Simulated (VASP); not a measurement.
Input of a VASP 6.6.1 run:

The input INCAR:

```
SYSTEM = Cd3Ge
  ALGO = Normal
  EDIFF = 1E-7
  ENCUT = 520
  GGA = CA
  ISIF = 2
  ISMEAR = 1
  LASPH = .True.
  LCHARG = .False.
  LREAL = .False.
  LWAVE = .False.
  NBANDS = 33
  NELM = 100
  PREC = Accurate
  SIGMA = 0.1
```

KPOINTS

```
k-points
0
Gamma
  5 5 5
  0 0 0
```

File POSCAR:

```
Cd3Ge
1.0
   -2.2103470000      2.2103470000      4.5858760000
    2.2103470000     -2.2103470000      4.5858760000
    2.2103470000      2.2103470000     -4.5858760000
Cd Ge
3 1
Direct
    0.7500000000      0.2500000000      0.5000000000
    0.2500000000      0.7500000000      0.5000000000
    0.5000000000      0.5000000000      0.0000000000
    0.0000000000      0.0000000000      0.0000000000
```

Potentials or basis: VASP PAW LDA potentials, release 64 (Cd, Ge_d).

Command:

```console
$ cat potpaw_LDA.64/Cd/POTCAR potpaw_LDA.64/Ge_d/POTCAR > POTCAR
$ mpirun -np 1 vasp_std > vasp.out
```

Question: What does it give for the band gap on the k mesh?

Answer: Zero (band 25 reaches 4.20 eV, above the bottom of band 26 at 1.39 eV).

Question: Predict the pressure.

Answer: -6.0 GPa.

Caveat: the k points lie up to 0.40 Å⁻¹ apart.
